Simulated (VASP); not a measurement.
# CoSi2: single point with BLYP+D3(BJ)

CoSi2:

```
Co Si
1.0
     0.00000    2.68348    2.68348
     2.68348    0.00000    2.68348
     2.68348    2.68348    0.00000
Co Si
1 2
Direct
  0.00000 0.00000 0.00000
  0.25000 0.25000 0.25000
  0.75000 0.75000 0.75000
```

This cell differs from its parent crystal: volume scaled by 1.04.

```
Program                : VASP 6.6.1
Task                   : single point
Functional             : BLYP
Dispersion             : D3(BJ)
Potentials or basis    : VASP PAW PBE potentials, release 64 (Co, Si)
Cutoff                 : 520 eV
k mesh                 : 8 × 8 × 8
Occupations            : gaussian, width 0.05 eV
Spin                   : collinear spin, ferromagnetic start
Starting moments       : [0.05, 0.0, 0.0] μB
Dipole correction      : no
Further INCAR settings : ALGO = Normal; EDIFF = 1e-06; NBANDS = 20
```

The pressure is -6.1 GPa. The net moment is 0.00 μB per cell, the valence electrons inside the program's atomic spheres are Co 8.86; Si 1.61 and the dispersion energy per atom is -0.987 eV.

Levels at points of the mesh, in eV from the Fermi level:
Spin up:
| k point | band 5 | band 6 | band 7 | band 8 | band 9 | band 10 | band 11 | band 12 | band 13 | band 14 |
| --- | --- | --- | --- | --- | --- | --- | --- | --- | --- | --- |
| (0.00, 0.00, 0.00) | -1.88 | -1.88 | 0.46 | 3.40 | 3.40 | 3.40 | 3.58 | 3.58 | 3.58 | 5.69 |
| (0.50, 0.00, 0.00) | -2.15 | -1.60 | -1.60 | -0.44 | -0.44 | 2.75 | 3.44 | 3.44 | 4.20 | 10.46 |
| (0.50, 0.50, 0.00) | -3.57 | -1.93 | -1.93 | -1.85 | -1.32 | 1.52 | 3.13 | 8.65 | 9.42 | 9.42 |
Spin down:
| k point | band 5 | band 6 | band 7 | band 8 | band 9 | band 10 | band 11 | band 12 | band 13 | band 14 |
| --- | --- | --- | --- | --- | --- | --- | --- | --- | --- | --- |
| (0.00, 0.00, 0.00) | -1.88 | -1.88 | 0.46 | 3.40 | 3.40 | 3.40 | 3.58 | 3.58 | 3.58 | 5.69 |
| (0.50, 0.00, 0.00) | -2.15 | -1.60 | -1.60 | -0.44 | -0.44 | 2.75 | 3.44 | 3.44 | 4.20 | 10.46 |
| (0.50, 0.50, 0.00) | -3.57 | -1.93 | -1.93 | -1.85 | -1.32 | 1.52 | 3.13 | 8.65 | 9.42 | 9.42 |

Wall time 2.1 min on 1 thread of AMD EPYC 7R13 (shared host), peak memory 0.17 GiB.

Caveat: the PAW data sets were made with another functional, which shifts forces and pressure a little; pairwise dispersion overbinds metals, which lowers pressure and volume.
